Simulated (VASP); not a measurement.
# ZnS (P6_3mc) in VASP: a series of runs

Runs on ZnS. Level: PBE. Tasks: single point.

Everything below comes from runs of VASP 6.6.1. Logs are shortened: lines on timing, memory, paths and dates and some standing lists are left out, and cuts for length are marked.

**1. The cell of the first run**

The structure is hexagonal, space group P6_3mc (No. 186). The conventional cell has a = 3.844 Å, b = 3.844 Å, c = 6.305 Å, α = 90.00°, β = 90.00°, γ = 120.00°. Zn (site symmetry 3m) has 4 S at 2.36 Å within 3.1 Å. S (site symmetry 3m) has 4 Zn at 2.36 Å within 3.1 Å.

**2. Single point, PBE**

INCAR reads:

```
SYSTEM = ZnS
  PREC = Accurate
  ENCUT = 520
  EDIFF = 1E-6
  ISMEAR = 0
  SIGMA = 0.01
  LREAL = .FALSE.
  LASPH = .TRUE.
  NELM = 60
  ALGO = Normal
  ISIF = 2
  LWAVE = .FALSE.
  LCHARG = .FALSE.
  GGA = PE
  NBANDS = 26
```

KPOINTS reads:

```
regular mesh
0
G
  12 12 6
  0 0 0
```

POSCAR reads:

```
ZnS
1.0
    3.8440669373      0.0000000000      0.0000000000
   -1.9220334686      3.3290596216      0.0000000000
    0.0000000000      0.0000000000      6.3046430618
Zn S
2 2
Direct
    0.3333333333      0.6666666667      0.0002666736
    0.6666666667      0.3333333333      0.5002666736
    0.3333333333      0.6666666667      0.3747333264
    0.6666666667      0.3333333333      0.8747333264
```

Potentials or basis: VASP PAW PBE potentials, release 64 (Zn, S).

The run is started by

```bash
$ cat potpaw_PBE.64/Zn/POTCAR potpaw_PBE.64/S/POTCAR > POTCAR
$ mpirun -np 1 vasp_std > vasp.out
```

OUTCAR:

```text
SYSTEM = ZnS
   PREC = Accurate
   ENCUT = 520
   EDIFF = 1E-6
   ISMEAR = 0
   LREAL = .FALSE.
   LASPH = .TRUE.
   NELM = 60
   ISIF = 2
   GGA = PE

 ion  position               nearest neighbor table
   1  0.333  0.667  0.000-   4 2.36   4 2.36   4 2.36   3 2.36
   2  0.667  0.333  0.500-   3 2.36   3 2.36   3 2.36   4 2.36
   3  0.333  0.667  0.375-   2 2.36   2 2.36   2 2.36   1 2.36
   4  0.667  0.333  0.875-   1 2.36   1 2.36   1 2.36   2 2.36

  LATTYP: Found a hexagonal cell.
 ALAT       =     3.8440669373
 C/A-ratio  =     1.6400971067

  Lattice vectors:

 A1 = (   3.8440669373,   0.0000000000,   0.0000000000)
 A2 = (  -1.9220334686,   3.3290596216,   0.0000000000)
 A3 = (   0.0000000000,   0.0000000000,   6.3046430618)

Analysis of symmetry for initial positions (statically):
=====================================================================
 Subroutine PRICEL returns:
 Original cell was already a primitive cell.

 Routine SETGRP: Setting up the symmetry group for a
 hexagonal supercell.

 Subroutine GETGRP returns: Found 12 space group operations
 (whereof  6 operations were pure point group operations)
 out of a pool of 24 trial point group operations.

The static configuration has the point symmetry C_3v.
 The point group associated with its full space group is C_6v.

Analysis of symmetry for dynamics (positions and initial velocities):
=====================================================================
 Subroutine PRICEL returns:
 Original cell was already a primitive cell.

 Routine SETGRP: Setting up the symmetry group for a
 hexagonal supercell.

 Subroutine GETGRP returns: Found 12 space group operations
 (whereof  6 operations were pure point group operations)
 out of a pool of 24 trial point group operations.

The dynamic configuration has the point symmetry C_3v.
 The point group associated with its full space group is C_6v.

 Subroutine INISYM returns: Found 12 space group operations
 (whereof  6 operations are pure point group operations),
 and found     1 'primitive' translations

----------------------------------------------------------------------------------------

                                     Primitive cell

  volume of cell :      80.6813

  direct lattice vectors                    reciprocal lattice vectors
     3.844066937  0.000000000  0.000000000     0.260141152  0.150192564  0.000000000
    -1.922033469  3.329059622  0.000000000     0.000000000  0.300385128  0.000000000
     0.000000000  0.000000000  6.304643062     0.000000000  0.000000000  0.158613262

  length of vectors
     3.844066937  3.844066937  6.304643062     0.300385128  0.300385128  0.158613262

  position of ions in fractional coordinates (direct lattice)
     0.333333333  0.666666667  0.000266674
     0.666666667  0.333333333  0.500266674
     0.333333333  0.666666667  0.374733326
     0.666666667  0.333333333  0.874733326

  ion indices of the primitive-cell ions
   primitive index   ion index
                 1           1
                 2           2
                 3           3
                 4           4

----------------------------------------------------------------------------------------

 KPOINTS: regular mesh

Automatic generation of k-mesh.
 Grid dimensions read from file:
 generate k-points for:   12   12    6

 Generating k-lattice:

  Cartesian coordinates                     Fractional coordinates (reciprocal lattice)
     0.021678429  0.012516047  0.000000000     0.083333333 -0.000000000  0.000000000
     0.000000000  0.025032094  0.000000000     0.000000000  0.083333333  0.000000000
     0.000000000  0.000000000  0.026435544     0.000000000  0.000000000  0.166666667

  Length of vectors
     0.025032094  0.025032094  0.026435544

  Shift w.r.t. Gamma in fractional coordinates (k-lattice)
     0.000000000  0.000000000  0.000000000

 Subroutine IBZKPT returns following result:
 ===========================================

 Found     76 irreducible k-points:

 Following reciprocal coordinates:
            Coordinates               Weight
  0.000000  0.000000  0.000000      1.000000
  0.083333  0.000000  0.000000      6.000000
  0.166667  0.000000  0.000000      6.000000
  0.250000  0.000000  0.000000      6.000000
  0.333333  0.000000  0.000000      6.000000
  0.416667  0.000000  0.000000      6.000000
[... 16 lines left out ...]
  0.250000  0.000000  0.166667     12.000000
  0.333333  0.000000  0.166667     12.000000
 [... further k-points ...]
   k-points           NKPTS =     76   k-points in BZ     NKDIM =     76   number of bands    NBANDS=     26
   number of dos      NEDOS =    301   number of ions     NIONS =      4
   total plane-waves  NPLWV =  43200
   dimension x,y,z NGX =    30 NGY =   30 NGZ =   48
   dimension x,y,z NGXF=    60 NGYF=   60 NGZF=   96
   ions per type =               2   2
   NGX,Y,Z   is equivalent  to a cutoff of  12.97, 12.97, 12.66 a.u.
[... 33 lines left out ...]
  Fermi-wavevector in a.u.,A,eV,Ry     =   1.250983  2.364015 21.292544  1.564958
  Thomas-Fermi vector in A             =   2.384952
   LORBIT       =      0    0 simple, 1 ext, 2 COOP (PROOUT), +10 PAW based schemes
   GGA     = PE    functional components
   LHFCALC =     F    Hartree Fock is set to
   AEXX    =    0.0000 exact exchange contribution
   IVDW    =     0    specifies the selected vdW correction
   LEPSILON=     F    determine dielectric tensor
   LRPA    =     F    only Hartree local field effects (RPA)
 non-spin polarized calculation
 Gauss-broadening in eV      SIGMA  =   0.01
  energy-cutoff  :      520.00
  volume of cell :       80.68
 maximum number of plane-waves:      2208
 NGX is ok and might be reduce to    30

 number of electron      36.0000027 magnetization

 Free energy of the ion-electron system (eV)
  ---------------------------------------------------
  ext. energy  EPLUGINS =         0.00000000
  ---------------------------------------------------
  free energy    TOTEN  =       -13.69379039 eV

  energy without entropy =      -13.69379039  energy(sigma->0) =      -13.69379039

 E-fermi :   2.0186     XC(G=0):  -9.5198

 val. band max:        1.9204977304   @ k =   0.0000   0.0000   0.0000
 cond. band min:       4.0051579317   @ k =   0.0000   0.0000   0.0000
 fundamental gap:      2.0846602013
 Fermi energy:         2.0185875040

 k-point     1 :       0.0000    0.0000    0.0000
  band No.  band energies     occupation
      1     -11.0924      2.00000
      2     -10.2023      2.00000
      3      -4.3382      2.00000
      4      -4.3260      2.00000
      5      -4.3260      2.00000
      6      -4.2477      2.00000
[... 18 lines left out ...]
     25       9.5993      0.00000
     26      11.0512      0.00000

 k-point     2 :       0.0833    0.0000    0.0000
  band No.  band energies     occupation
      1     -11.0471      2.00000
      2     -10.1768      2.00000
      3      -4.3344      2.00000
      4      -4.3231      2.00000
      5      -4.3169      2.00000
      6      -4.2428      2.00000
[... 18 lines left out ...]
     25       9.8069      0.00000
     26      10.7833      0.00000

 k-point     3 :       0.1667    0.0000    0.0000
  band No.  band energies     occupation
      1     -10.9176      2.00000
      2     -10.1081      2.00000
      3      -4.3357      2.00000
      4      -4.3027      2.00000
      5      -4.2934      2.00000
      6      -4.2234      2.00000
[... 18 lines left out ...]
     25      10.1784      0.00000
     26      10.3816      0.00000

 k-point     4 :       0.2500    0.0000    0.0000
  band No.  band energies     occupation
      1     -10.7235      2.00000
      2     -10.0182      2.00000
      3      -4.3324      2.00000
      4      -4.2765      2.00000
      5      -4.2653      2.00000
      6      -4.1778      2.00000
[... 18 lines left out ...]
     25      10.3801      0.00000
     26      10.7237      0.00000
[... 496 lines left out ...]
      1     -10.8699      2.00000
      2     -10.1701      2.00000
      3      -4.3418      2.00000
      4      -4.2983      2.00000
      5      -4.2885      2.00000
      6      -4.2318      2.00000
[... 18 lines left out ...]
     25      10.2030      0.00000
     26      10.3524      0.00000

 k-point    23 :       0.2500    0.0000    0.1667
  band No.  band energies     occupation
      1     -10.6805      2.00000
      2     -10.0702      2.00000
      3      -4.3385      2.00000
      4      -4.2777      2.00000
      5      -4.2585      2.00000
      6      -4.1846      2.00000
[... 18 lines left out ...]
     25      10.4654      0.00000
     26      11.0150      0.00000

 k-point    24 :       0.3333    0.0000    0.1667
  band No.  band energies     occupation
      1     -10.4640      2.00000
      2      -9.9791      2.00000
      3      -4.3268      2.00000
      4      -4.2493      2.00000
      5      -4.2338      2.00000
      6      -4.1076      2.00000
[... 18 lines left out ...]
     25      10.6256      0.00000
     26      11.6425      0.00000

 [... further k-points ...]
[... 5 lines left out ...]
  --------------------------------------------------------------------------------------
  -------------------------------------------------------------------------------------
  Total        0.0966067      0.0966067      0.1002949      0.0000000     -0.0000000      0.0000000
  in kB        1.9184244      1.9184244      1.9916658      0.0000000     -0.0000000      0.0000000
  external PRESSURE =       1.9428382 kB  Pullay stress =       0.0000000 kB

 VOLUME and BASIS-vectors are now :
 -----------------------------------------------------------------------------
  energy-cutoff  :      520.00
  volume of cell :       80.68
      direct lattice vectors                 reciprocal lattice vectors
     3.844066937  0.000000000  0.000000000     0.260141152  0.150192564  0.000000000
    -1.922033469  3.329059622  0.000000000     0.000000000  0.300385128  0.000000000
     0.000000000  0.000000000  6.304643062     0.000000000  0.000000000  0.158613262

 POSITION                                       TOTAL-FORCE (eV/Angst)
 -----------------------------------------------------------------------------------
     -0.00000      2.21937      0.00168        -0.000000      0.000000     -0.000470
      1.92203      1.10969      3.15400         0.000000     -0.000000     -0.000470
     -0.00000      2.21937      2.36256        -0.000000      0.000000      0.000470
      1.92203      1.10969      5.51488         0.000000      0.000000      0.000470
 -----------------------------------------------------------------------------------
    total drift:                               -0.000000      0.000000      0.000013

  FREE ENERGIE OF THE ION-ELECTRON SYSTEM (eV)
  ---------------------------------------------------
  free  energy   TOTEN  =       -13.6937903889 eV

  energy  without entropy=      -13.6937903889  energy(sigma->0) =      -13.69379039
```

It took 1.9 min on 1 thread of Intel Xeon Platinum 8375C at 2.90GHz (Ice Lake), shared host; peak memory 0.28 GiB.

What came out:

- Free energy: -13.6938 eV
- Pressure: 0.2 GPa
- Band gap on the k mesh: 2.08 eV, direct

**3. Single point, PBE**

This run uses another cell than the first one: it holds 16 atoms, not 4.

INCAR reads:

```
SYSTEM = ZnS
  PREC = Accurate
  ENCUT = 520
  EDIFF = 1E-7
  ISMEAR = 0
  SIGMA = 0.01
  LREAL = Auto
  LASPH = .True.
  NELM = 60
  ALGO = Normal
  ISIF = 2
  LWAVE = .False.
  LCHARG = .True.
  GGA = PE
  LELF = .True.
  LVHAR = .True.
  NBANDS = 86
```

KPOINTS reads:

```
regular mesh
0
Gamma
  1 1 1
  0 0 0
```

POSCAR reads:

```
ZnS
1.0
    0.0000000000      0.0000000000      6.3046430491
   -3.8440669358     -6.6581192403      0.0000000000
    7.6881338714     -0.0000000001      0.0000000000
Zn S
8 8
Direct
    0.0002666737      0.1666666667      0.8333333333
    0.0002666737      0.1666666667      0.3333333333
    0.0002666737      0.6666666667      0.8333333333
    0.0002666737      0.6666666667      0.3333333333
    0.5002666737      0.3333333333      0.1666666667
    0.5002666737      0.3333333333      0.6666666667
    0.5002666737      0.8333333333      0.1666666667
    0.5002666737      0.8333333333      0.6666666667
    0.3747333263      0.1666666667      0.8333333333
    0.3747333263      0.1666666667      0.3333333333
    0.3747333263      0.6666666667      0.8333333333
    0.3747333263      0.6666666667      0.3333333333
    0.8747333263      0.3333333333      0.1666666667
    0.8747333263      0.3333333333      0.6666666667
    0.8747333263      0.8333333333      0.1666666667
    0.8747333263      0.8333333333      0.6666666667
```

Potentials or basis: VASP PAW PBE potentials, release 64 (Zn, S).

The run is started by

```bash
$ cat potpaw_PBE.64/Zn/POTCAR potpaw_PBE.64/S/POTCAR > POTCAR
$ mpirun -np 1 vasp_gam > vasp.out
```

It took 1.7 min on 1 thread of AMD EPYC 7R43 (Zen 3), shared host; peak memory 0.35 GiB.

It converged, with:

- Free energy: -50.7764 eV
- Pressure: 1.8 GPa
- Largest force: 0.120 eV/Å
- Band gap on the k mesh: 2.02 eV

Forces in eV/Å, atoms in the order of the input:
```
Zn   0.000  0.000  0.120
Zn   0.000  0.000  0.120
Zn   0.000  0.000  0.120
Zn   0.000  0.000  0.120
Zn   0.000  0.000  0.120
Zn   0.000  0.000  0.120
Zn   0.000  0.000  0.120
Zn   0.000  0.000  0.120
S    0.000  0.000 -0.120
S    0.000  0.000 -0.120
S    0.000  0.000 -0.120
S    0.000  0.000 -0.120
S    0.000  0.000 -0.120
S    0.000  0.000 -0.120
S    0.000  0.000 -0.120
S    0.000  0.000 -0.120
```

Stress tensor (GPa, compression positive):
```
 5.54  0.00  0.00
 0.00  5.54  0.00
 0.00  0.00 -5.62
```

Levels at points of the mesh, in eV from the valence-band top:
| k point | band 70 | band 71 | band 72 | band 73 | band 74 | band 75 |
| --- | --- | --- | --- | --- | --- | --- |
| (0.00, 0.00, 0.00) | -0.09 | 0.00 | 0.00 | 2.02 | 2.95 | 3.59 |

Caveat: the k points lie up to 1.00 Å⁻¹ apart. A k mesh can miss the band edges.

**4. Single point, PBE**

This run uses another cell than the first one: it holds 48 atoms, not 4.

INCAR reads:

```
SYSTEM = ZnS
PREC = Accurate
ENCUT = 520
EDIFF = 1E-7
ISMEAR = 0
SIGMA = 0.01
LREAL = Auto
LASPH = .TRUE.
NELM = 80
ALGO = Normal
ISIF = 2
LWAVE = .FALSE.
LCHARG = .FALSE.
GGA = PE
NBANDS = 246
```

KPOINTS reads:

```
Automatic mesh
0
G
  1 1 1
  0 0 0
```

POSCAR reads:

```
ZnS
1.0
    3.8440669338     -6.6581192371     -6.3046430411
   -7.6881338677      0.0000000001     -6.3046430411
    3.8440669339      6.6581192371     -6.3046430411
Zn S
24 24
Direct
    0.6665777755      0.8332444421      0.4999111088
    0.3332444421      0.4999111088      0.1665777755
    0.9999111088      0.6665777755      0.3332444421
    0.4999111088      0.1665777755      0.3332444421
    0.4999111088      0.6665777755      0.8332444421
    0.1665777755      0.3332444421      0.4999111088
    0.8332444421      0.9999111088      0.1665777755
    0.1665777755      0.8332444421      0.9999111088
    0.8332444421      0.4999111088      0.6665777755
    0.6665777755      0.3332444421      0.9999111088
    0.3332444421      0.9999111088      0.6665777755
    0.9999111088      0.1665777755      0.8332444421
    0.6665777755      0.4999111088      0.3332444421
    0.3332444421      0.1665777755      0.9999111088
    0.9999111088      0.3332444421      0.1665777755
    0.4999111088      0.8332444421      0.1665777755
    0.4999111088      0.3332444421      0.6665777755
    0.1665777755      0.9999111088      0.3332444421
    0.8332444421      0.6665777755      0.9999111088
    0.1665777755      0.4999111088      0.8332444421
    0.8332444421      0.1665777755      0.4999111088
    0.6665777755      0.9999111088      0.8332444421
    0.3332444421      0.6665777755      0.4999111088
    0.9999111088      0.8332444421      0.6665777755
    0.5417555579      0.7084222245      0.3750888912
    0.2084222245      0.3750888912      0.0417555579
    0.8750888912      0.5417555579      0.2084222245
    0.3750888912      0.0417555579      0.2084222245
    0.3750888912      0.5417555579      0.7084222245
    0.0417555579      0.2084222245      0.3750888912
    0.7084222245      0.8750888912      0.0417555579
    0.0417555579      0.7084222245      0.8750888912
    0.7084222245      0.3750888912      0.5417555579
    0.5417555579      0.2084222245      0.8750888912
    0.2084222245      0.8750888912      0.5417555579
    0.8750888912      0.0417555579      0.7084222245
    0.5417555579      0.3750888912      0.2084222245
    0.2084222245      0.0417555579      0.8750888912
    0.8750888912      0.2084222245      0.0417555579
    0.3750888912      0.7084222245      0.0417555579
    0.3750888912      0.2084222245      0.5417555579
    0.0417555579      0.8750888912      0.2084222245
    0.7084222245      0.5417555579      0.8750888912
    0.0417555579      0.3750888912      0.7084222245
    0.7084222245      0.0417555579      0.3750888912
    0.5417555579      0.8750888912      0.7084222245
    0.2084222245      0.5417555579      0.3750888912
    0.8750888912      0.7084222245      0.5417555579
```

The run is started by

```bash
$ cat potpaw_PBE.64/Zn/POTCAR potpaw_PBE.64/S/POTCAR > POTCAR
$ mpirun -np 1 vasp_gam > vasp.out
```

Wall time 9.6 min (1 thread of AMD EPYC 7R43 (Zen 3), shared host); peak memory 0.9 GiB.

Results (log left out):

| Item | Value |
| --- | --- |
| Free energy | -163.9821 eV |
| Pressure | -0.2 GPa |
| Largest force | 0.015 eV/Å |
| Band gap on the k mesh | 2.08 eV |

Forces in eV/Å, atoms in the order of the input:
```
Zn   0.000  0.000  0.015
Zn   0.000  0.000  0.015
Zn   0.000  0.000  0.015
Zn   0.000  0.000  0.015
Zn   0.000  0.000  0.015
Zn   0.000  0.000  0.015
Zn   0.000  0.000  0.015
Zn   0.000  0.000  0.015
Zn   0.000  0.000  0.015
Zn   0.000  0.000  0.015
Zn   0.000  0.000  0.015
Zn   0.000  0.000  0.015
Zn   0.000  0.000  0.015
Zn   0.000  0.000  0.015
Zn   0.000  0.000  0.015
Zn   0.000  0.000  0.015
Zn   0.000  0.000  0.015
Zn   0.000  0.000  0.015
Zn   0.000  0.000  0.015
Zn   0.000  0.000  0.015
Zn   0.000  0.000  0.015
Zn   0.000  0.000  0.015
Zn   0.000  0.000  0.015
Zn   0.000  0.000  0.015
S    0.000  0.000 -0.015
S    0.000  0.000 -0.015
S    0.000  0.000 -0.015
S    0.000  0.000 -0.015
S    0.000  0.000 -0.015
S    0.000  0.000 -0.015
S    0.000  0.000 -0.015
S    0.000  0.000 -0.015
S    0.000  0.000 -0.015
S    0.000  0.000 -0.015
S    0.000  0.000 -0.015
S    0.000  0.000 -0.015
S    0.000  0.000 -0.015
S    0.000  0.000 -0.015
S    0.000  0.000 -0.015
S    0.000  0.000 -0.015
S    0.000  0.000 -0.015
S    0.000  0.000 -0.015
S    0.000  0.000 -0.015
S    0.000  0.000 -0.015
S    0.000  0.000 -0.015
S    0.000  0.000 -0.015
S    0.000  0.000 -0.015
S    0.000  0.000 -0.015
```

Stress tensor (GPa, compression positive):
```
-0.43  0.00  0.00
 0.00 -0.43  0.00
 0.00  0.00  0.39
```

Levels at points of the mesh, in eV from the valence-band top:
```tsv
k point	band 214	band 215	band 216	band 217	band 218	band 219
(0.00, 0.00, 0.00)	-0.08	0.00	0.00	2.08	3.05	3.68
```

Caveat: the k points lie up to 0.64 Å⁻¹ apart. A k mesh can miss the band edges.

**5. The runs side by side**

```csv
cell,k mesh,gap on the mesh (eV),pressure (GPa),largest force (eV/Å)
"a = 3.844, b = 3.844, c = 6.305 Å, angles 90.0, 90.0, 120.0°, 4 atoms",12 × 12 × 6,2.08,0.2,-
"a = 6.305, b = 7.688, c = 7.688 Å, angles 120.0, 90.0, 90.0°, 16 atoms",1 × 1 × 1,2.02,1.8,0.12
"a = 9.943 Å, angles 84.1°, 48 atoms",1 × 1 × 1,2.08,-0.2,0.02
```

Alike in all rows: task single point; level PBE; potentials or basis VASP PAW PBE potentials, release 64 (Zn, S); no spin polarisation; cutoff (eV) 520; smearing gaussian 0.01 eV.

Caveats: some runs use coarse meshes.

Total energies depend on the potentials used, so only differences within one code and one set of settings carry meaning.
